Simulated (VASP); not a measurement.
A run of VASP 6.6.1 is set up as follows.

INCAR

```
ALGO = Normal ; EDIFF = 1E-7
EDIFFG = -0.03 ; ENCUT = 450
GGA = PE ; GGA_COMPAT = F
IBRION = 2 ; ISIF = 2
ISMEAR = 0 ; IVDW = 12
KPAR = 2 ; LASPH = T
LCHARG = F ; LREAL = Auto
LWAVE = F ; NCORE = 2
NELM = 120 ; NELMIN = 4
NSW = 80 ; PREC = Accurate
SIGMA = 0.05
```

The input KPOINTS:

```
k-points
0
Gamma
  2 2 2
```

The input POSCAR:

```
Al32Si
1.0
    8.1000000000      0.0000000000      0.0000000000
    0.0000000000      8.1000000000      0.0000000000
    0.0000000000      0.0000000000      8.1000000000
Al Si
32 1
Direct
    0.5000000000      0.0000000000      0.0000000000
    0.7500000000      0.2500000000      0.0000000000
    0.7500000000      0.0000000000      0.2500000000
    0.0000000000      0.0000000000      0.0000000000
    0.2500000000      0.2500000000      0.0000000000
    0.5000000000      0.5000000000      0.0000000000
    0.7500000000      0.7500000000      0.0000000000
    0.2500000000      0.0000000000      0.2500000000
    0.5000000000      0.2500000000      0.2500000000
    0.7500000000      0.5000000000      0.2500000000
    0.5000000000      0.0000000000      0.5000000000
    0.7500000000      0.2500000000      0.5000000000
    0.7500000000      0.0000000000      0.7500000000
    0.0000000000      0.5000000000      0.0000000000
    0.2500000000      0.7500000000      0.0000000000
    0.0000000000      0.2500000000      0.2500000000
    0.2500000000      0.5000000000      0.2500000000
    0.5000000000      0.7500000000      0.2500000000
    0.0000000000      0.0000000000      0.5000000000
    0.2500000000      0.2500000000      0.5000000000
    0.5000000000      0.5000000000      0.5000000000
    0.7500000000      0.7500000000      0.5000000000
    0.2500000000      0.0000000000      0.7500000000
    0.5000000000      0.2500000000      0.7500000000
    0.7500000000      0.5000000000      0.7500000000
    0.0000000000      0.7500000000      0.2500000000
    0.0000000000      0.5000000000      0.5000000000
    0.2500000000      0.7500000000      0.5000000000
    0.0000000000      0.2500000000      0.7500000000
    0.2500000000      0.5000000000      0.7500000000
    0.5000000000      0.7500000000      0.7500000000
    0.0000000000      0.7500000000      0.7500000000
    0.7524440800      0.4977010400      0.5057070800
```

Potentials or basis: VASP PAW PBE potentials, release 64 (Al, Si).

The run is started by

```console
$ cat potpaw_PBE.64/Al/POTCAR potpaw_PBE.64/Si/POTCAR > POTCAR
$ mpirun -np 4 vasp_std > vasp.out
```

(1) What does it give for the band gap on the k mesh?

(2) What does it give for the energy gained by relaxing?

(3) What does it give for the dispersion energy per atom?

## Answers

(1) zero (bands 50 and 51 overlap by 1.03 eV).

(2) 208.7 meV/atom.

(3) -0.346 eV.

Caveat: the k points lie up to 0.39 Å⁻¹ apart, too coarse for converged energies and pressures of a metal.
